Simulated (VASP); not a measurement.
# H (Cmcm) in VASP: single point with r2SCAN

Aim: the single point of H with r2SCAN.

Everything below comes from runs of VASP 6.6.1. Logs are shortened: lines on timing, memory, paths and dates and some standing lists are left out, and cuts for length are marked.

## Step 1: The cell of the first run

It takes space group Cmcm (No. 63, orthorhombic). Conventional cell: a = 3.297 Å, b = 5.463 Å, c = 6.314 Å, α = 90.00°, β = 90.00°, γ = 90.00°. H (site symmetry m) has 1 H at 0.74 Å within 1.0 Å.

## Step 2: Single point, r2SCAN

POSCAR

```
H
1.0
    1.6485318600     -2.7316882300      0.0000000000
    1.6485318600      2.7316882300      0.0000000000
    0.0000000000      0.0000000000      6.3137686200
H
4
Direct
    0.5678085000      0.4321915000      0.9995149500
    0.4321915000      0.5678085000      0.0004850500
    0.4321915000      0.5678085000      0.4995149500
    0.5678085000      0.4321915000      0.5004850500
```

INCAR.step1

```
ALGO     = Normal         # electronic algorithm
EDIFF    = 1E-4           # SCF threshold, eV
ENCUT    = 520            # plane-wave cutoff, eV
GGA      = PE             # functional
ISMEAR   = 0              # smearing method
LASPH    = True           # aspherical terms in the spheres
LCHARG   = False          # write CHGCAR
LREAL    = False          # projectors in reciprocal space
LWAVE    = True           # write WAVECAR
NBANDS   = 10             # bands
NELM     = 60             # most SCF steps
PREC     = Accurate       # precision mode
SIGMA    = 0.05           # smearing width, eV
```

INCAR.step2

```
ALGO     = Normal         # electronic algorithm
EDIFF    = 1E-6           # SCF threshold, eV
ENCUT    = 520            # plane-wave cutoff, eV
ISIF     = 2              # what is computed and relaxed
ISMEAR   = 0              # smearing method
ISTART   = 1            
LASPH    = True           # aspherical terms in the spheres
LCHARG   = False          # write CHGCAR
LMIXTAU  = True         
LREAL    = False          # projectors in reciprocal space
LWAVE    = False          # write WAVECAR
METAGGA  = R2SCAN         # meta-GGA
NBANDS   = 10             # bands
NELM     = 60             # most SCF steps
PREC     = Accurate       # precision mode
SIGMA    = 0.05           # smearing width, eV
```

KPOINTS

```
k-points
0
Gamma
  10 10 6
```

Potentials or basis: VASP PAW PBE potentials, release 64 (H).

Launch:

```sh
> cat potpaw_PBE.64/H/POTCAR > POTCAR
> cp INCAR.step1 INCAR
> mpirun -np 1 vasp_std > vasp.out
> cp INCAR.step2 INCAR
> mpirun -np 1 vasp_std > vasp.out
```

OUTCAR:

```text
EDIFF = 1E-6
   ENCUT = 520
   ISIF = 2
   ISMEAR = 0
   ISTART = 1
   LASPH = True
   LREAL = False
   METAGGA = R2SCAN
   NELM = 60
   PREC = Accurate

 ion  position               nearest neighbor table
   1  0.568  0.432  1.000-   2 0.74
   2  0.432  0.568  0.000-   1 0.74
   3  0.432  0.568  0.500-   4 0.74
   4  0.568  0.432  0.500-   3 0.74

  LATTYP: Found a base centered orthorhombic cell.
 ALAT       =     3.2970637200
 B/A-ratio  =     1.6570430310
 C/A-ratio  =     1.9149671211

  Lattice vectors:

 A1 = (   1.6485318600,  -2.7316882300,   0.0000000000)
 A2 = (   1.6485318600,   2.7316882300,   0.0000000000)
 A3 = (   0.0000000000,   0.0000000000,   6.3137686200)

Analysis of symmetry for initial positions (statically):
=====================================================================
 Subroutine PRICEL returns:
 Original cell was already a primitive cell.

 Routine SETGRP: Setting up the symmetry group for a
 base centered orthorhombic supercell.

 Subroutine GETGRP returns: Found  8 space group operations
 (whereof  4 operations were pure point group operations)
 out of a pool of  8 trial point group operations.

The static configuration has the point symmetry C_2h.
 The point group associated with its full space group is D_2h.

Analysis of symmetry for dynamics (positions and initial velocities):
=====================================================================
 Subroutine PRICEL returns:
 Original cell was already a primitive cell.

 Routine SETGRP: Setting up the symmetry group for a
 base centered orthorhombic supercell.

 Subroutine GETGRP returns: Found  8 space group operations
 (whereof  4 operations were pure point group operations)
 out of a pool of  8 trial point group operations.

The dynamic configuration has the point symmetry C_2h.
 The point group associated with its full space group is D_2h.

 Subroutine INISYM returns: Found  8 space group operations
 (whereof  4 operations are pure point group operations),
 and found     1 'primitive' translations

----------------------------------------------------------------------------------------

                                     Primitive cell

  volume of cell :      56.8653

  direct lattice vectors                    reciprocal lattice vectors
     1.648531860 -2.731688230  0.000000000     0.303300174 -0.183036993  0.000000000
     1.648531860  2.731688230  0.000000000     0.303300174  0.183036993  0.000000000
     0.000000000  0.000000000  6.313768620     0.000000000  0.000000000  0.158384011

  length of vectors
     3.190576418  3.190576418  6.313768620     0.354250669  0.354250669  0.158384011

  position of ions in fractional coordinates (direct lattice)
     0.567808500  0.432191500  0.999514950
     0.432191500  0.567808500  0.000485050
     0.432191500  0.567808500  0.499514950
     0.567808500  0.432191500  0.500485050

  ion indices of the primitive-cell ions
   primitive index   ion index
                 1           1
                 2           2
                 3           3
                 4           4

----------------------------------------------------------------------------------------

 KPOINTS: k-points

Automatic generation of k-mesh.
 Grid dimensions read from file:
 generate k-points for:   10   10    6

 Generating k-lattice:

  Cartesian coordinates                     Fractional coordinates (reciprocal lattice)
     0.030330017 -0.018303699  0.000000000     0.100000000  0.000000000  0.000000000
     0.030330017  0.018303699  0.000000000     0.000000000  0.100000000  0.000000000
     0.000000000  0.000000000  0.026397335     0.000000000  0.000000000  0.166666667

  Length of vectors
     0.035425067  0.035425067  0.026397335

  Shift w.r.t. Gamma in fractional coordinates (k-lattice)
     0.000000000  0.000000000  0.000000000

 Subroutine IBZKPT returns following result:
 ===========================================

 Found    124 irreducible k-points:

 Following reciprocal coordinates:
            Coordinates               Weight
  0.000000  0.000000  0.000000      1.000000
  0.100000  0.000000  0.000000      4.000000
  0.200000  0.000000  0.000000      4.000000
  0.300000 -0.000000  0.000000      4.000000
  0.400000  0.000000  0.000000      4.000000
  0.500000 -0.000000  0.000000      2.000000
[... 16 lines left out ...]
  0.300000  0.300000  0.000000      2.000000
  0.400000  0.300000  0.000000      4.000000
 [... further k-points ...]
   k-points           NKPTS =    124   k-points in BZ     NKDIM =    124   number of bands    NBANDS=     10
   number of dos      NEDOS =    301   number of ions     NIONS =      4
   total plane-waves  NPLWV =  27648
   dimension x,y,z NGX =    24 NGY =   24 NGZ =   48
   dimension x,y,z NGXF=    48 NGYF=   48 NGZF=   96
   ions per type =               4
   NGX,Y,Z   is equivalent  to a cutoff of  12.51, 12.51, 12.64 a.u.
   NGXF,Y,Z  is equivalent  to a cutoff of  25.01, 25.01, 25.28 a.u.
 SYSTEM =  unknown system
   PREC   = accura    normal or accurate (medium, high low for compatibility)
   ISTART =      1    job   : 0-new  1-cont  2-samecut
   ICHARG =      0    charge: 1-file 2-atom 10-const
   ISPIN  =      1    spin polarized calculation?
   LNONCOLLINEAR =      F non collinear calculations
   LSORBIT =      F    spin-orbit coupling
   LASPH  =      T    aspherical Exc in radial PAW
   ENCUT  =  520.0 eV  38.22 Ry    6.18 a.u.   5.93  5.93 11.74*2*pi/ulx,y,z
   NELM   =     60;   NELMIN=  2; NELMDL=  0     # of ELM steps
   EDIFF  = 0.1E-05   stopping-criterion for ELM
   LREAL  =      F    real-space projection
[... 7 lines left out ...]
   TEBEG  =    0.0;   TEEND  =   0.0 temperature during run
   PSTRESS=    0.0 pullay stress
   NELECT =       4.0000    total number of electrons
   NUPDOWN=      -1.0000    fix difference up-down
   EMIN   =  10.00;   EMAX   =-10.00  energy-range for DOS
   EFERMI =   0.00;   METHOD = LEGACY
   ISMEAR =     0;   SIGMA  =   0.05  broadening in eV -4-tet -1-fermi 0-gaus
   EFERMI_NEDOS =   21; number of points for ismear=-14 and -15
   IALGO  =     38    algorithm
   IMIX   =      4    mixing-type and parameters
     AMIX     =   0.40;   BMIX     =  1.00
     AMIX_MAG =   1.60;   BMIX_MAG =  1.00
  volume/ion in A,a.u.               =      14.22        95.94
  Fermi-wavevector in a.u.,A,eV,Ry     =   0.675791  1.277060  6.213693  0.456694
  Thomas-Fermi vector in A             =   1.752912
   LORBIT       =      0    0 simple, 1 ext, 2 COOP (PROOUT), +10 PAW based schemes
   METAGGA = R2SCAN    functional components
   LHFCALC =     F    Hartree Fock is set to
   AEXX    =    0.0000 exact exchange contribution
   IVDW    =     0    specifies the selected vdW correction
   LEPSILON=     F    determine dielectric tensor
   LRPA    =     F    only Hartree local field effects (RPA)
 non-spin polarized calculation
 Gauss-broadening in eV      SIGMA  =   0.05
  energy-cutoff  :      520.00
  volume of cell :       56.87
 maximum number of plane-waves:      1550
   NGX = 11   NGY = 11   NGZ = 23

 number of electron       3.9999998 magnetization

 Free energy of the ion-electron system (eV)
  ---------------------------------------------------
  ext. energy  EPLUGINS =         0.00000000
  ---------------------------------------------------
  free energy    TOTEN  =       -13.78561899 eV

  energy without entropy =      -13.78561899  energy(sigma->0) =      -13.78561899

 E-fermi :  -8.7938     XC(G=0):  -4.7206

 val. band max:       -9.0441515319   @ k =   0.4000   0.4000   0.0000
 cond. band min:       0.0384269282   @ k =   0.5000   0.5000   0.0000
 fundamental gap:      9.0825784601
 Fermi energy:        -8.7938446397

 k-point     1 :       0.0000    0.0000    0.0000
  band No.  band energies     occupation
      1     -10.9302      2.00000
      2     -10.2427      2.00000
      3       1.1214      0.00000
      4       4.3579      0.00000
      5       8.5554      0.00000
      6       9.3705      0.00000
      7       9.3709      0.00000
      8      10.5822      0.00000
      9      13.4142      0.00000
     10      14.0438      0.00000

 k-point     2 :       0.1000    0.0000    0.0000
  band No.  band energies     occupation
      1     -10.8381      2.00000
      2     -10.1646      2.00000
      3       1.3118      0.00000
      4       4.0938      0.00000
      5       7.9083      0.00000
      6       8.2679      0.00000
      7      10.0914      0.00000
      8      10.7622      0.00000
      9      12.1707      0.00000
     10      14.4060      0.00000

 k-point     3 :       0.2000    0.0000    0.0000
  band No.  band energies     occupation
      1     -10.5839      2.00000
      2      -9.9505      2.00000
      3       1.8811      0.00000
      4       3.3093      0.00000
      5       6.2207      0.00000
      6       7.8068      0.00000
      7      10.0815      0.00000
      8      10.7696      0.00000
      9      11.2929      0.00000
     10      13.4995      0.00000

 k-point     4 :       0.3000   -0.0000    0.0000
  band No.  band energies     occupation
      1     -10.2384      2.00000
      2      -9.6648      2.00000
      3       2.2473      0.00000
      4       2.8203      0.00000
      5       4.7254      0.00000
      6       7.5765      0.00000
      7       9.5410      0.00000
      8       9.8132      0.00000
      9      10.7389      0.00000
     10      12.1395      0.00000
[... 222 lines left out ...]
 k-point    22 :      -0.2000    0.2000    0.0000
  band No.  band energies     occupation
      1     -10.5113      2.00000
      2      -9.8802      2.00000
      3       1.9393      0.00000
      4       2.7352      0.00000
      5       5.1183      0.00000
      6       8.5145      0.00000
      7      11.2278      0.00000
      8      11.3622      0.00000
      9      13.0956      0.00000
     10      13.1824      0.00000

 k-point    23 :       0.3000    0.3000    0.0000
  band No.  band energies     occupation
      1      -9.6144      2.00000
      2      -9.1552      2.00000
      3       2.1118      0.00000
      4       2.9331      0.00000
      5       3.9127      0.00000
      6       5.7554      0.00000
      7       5.7863      0.00000
      8       8.7085      0.00000
      9       9.2060      0.00000
     10      12.0730      0.00000

 k-point    24 :       0.4000    0.3000    0.0000
  band No.  band energies     occupation
      1      -9.5396      2.00000
      2      -9.0880      2.00000
      3       1.1896      0.00000
      4       3.0829      0.00000
      5       3.8683      0.00000
      6       6.0807      0.00000
      7       6.6269      0.00000
      8       8.2701      0.00000
      9       9.3615      0.00000
     10      11.8983      0.00000

 [... further k-points ...]

------------------------ aborting loop because EDIFF is reached ----------------------------------------

  FORCE on cell =-STRESS in cart. coord.  units (eV):
  Direction    XX          YY          ZZ          XY          YZ          ZX
  --------------------------------------------------------------------------------------
  -------------------------------------------------------------------------------------
  Total        0.0225517      0.0256957      0.0240578      0.0000000     -0.0000000      0.0000000
  in kB        0.6353941      0.7239763      0.6778278      0.0000000     -0.0000000      0.0000000
  external PRESSURE =       0.6790661 kB  Pullay stress =       0.0000000 kB

 VOLUME and BASIS-vectors are now :
 -----------------------------------------------------------------------------
  energy-cutoff  :      520.00
  volume of cell :       56.87
      direct lattice vectors                 reciprocal lattice vectors
     1.648531860 -2.731688230  0.000000000     0.303300174 -0.183036993  0.000000000
     1.648531860  2.731688230  0.000000000     0.303300174  0.183036993  0.000000000
     0.000000000  0.000000000  6.313768620     0.000000000  0.000000000  0.158384011

 POSITION                                       TOTAL-FORCE (eV/Angst)
 -----------------------------------------------------------------------------------
      1.64853     -0.37046      6.31071         0.000000     -0.009786     -0.000460
      1.64853      0.37046      0.00306         0.000000      0.009786      0.000460
      1.64853      0.37046      3.15382         0.000000      0.009786     -0.000460
      1.64853     -0.37046      3.15995         0.000000     -0.009786      0.000460
 -----------------------------------------------------------------------------------
    total drift:                                0.000000      0.000000      0.000000

  FREE ENERGIE OF THE ION-ELECTRON SYSTEM (eV)
  ---------------------------------------------------
  free  energy   TOTEN  =       -13.7856189930 eV

  energy  without entropy=      -13.7856189930  energy(sigma->0) =      -13.78561899
```

Run time: 2.7 min. Hardware: 1 thread of AMD EPYC 7R13 (Zen 3), shared host; peak memory 0.16 GiB.

Results:

| Property | Result |
| --- | --- |
| Free energy | -13.7856 eV |
| Pressure | 0.1 GPa |
| Largest force | 0.010 eV/Å |
| Band gap on the k mesh | 9.08 eV |

Forces in eV/Å, atoms in the order of the input:
```
H    0.000 -0.010  0.000
H    0.000  0.010  0.000
H    0.000  0.010  0.000
H    0.000 -0.010  0.000
```

Caveat: the PAW data sets were made with another functional, which shifts forces and pressure a little. A k mesh can miss the band edges.
